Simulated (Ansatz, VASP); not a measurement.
Tc3Sn in VASP and in Ansatz

```xyz
4
Lattice="0.0000 3.1722 3.1722 3.1722 0.0000 3.1722 3.1722 3.1722 0.0000" Properties=species:S:1:pos:R:3 pbc="T T T"
Tc    1.5861    1.5861    1.5861
Tc    4.7583    4.7583    4.7583
Tc    3.1722    3.1722    3.1722
Sn    0.0000    0.0000    0.0000
```

Alike in both runs: task single point; functional PBE; k mesh 6 × 6 × 6; occupations gaussian, width 0.1 eV; no spin polarisation.

|  | VASP | Ansatz |
| --- | --- | --- |
| version | VASP 6.6.1 | Ansatz 0.2.0 |
| potentials or method | VASP PAW PBE potentials, release 64 (Tc_pv, Sn_d) | plane waves, PAW |
| plane-wave cutoff (eV) | 520 | 500 |
| valence electrons in the cell | 53 | 59 |

VASP gave:

- gap on the k mesh at the Fermi level (eV): none
- pressure (GPa): -2.0

Q: What did Ansatz give for the same quantities?

A: gap on the k mesh at the Fermi level (eV): none; pressure (GPa): -1.7.

A gap of «none» marks a metal or a gap that the smearing closes. VASP's potentials hold 53 valence electrons a cell and Ansatz's 59, so a difference there can come from the potentials and not from the codes.
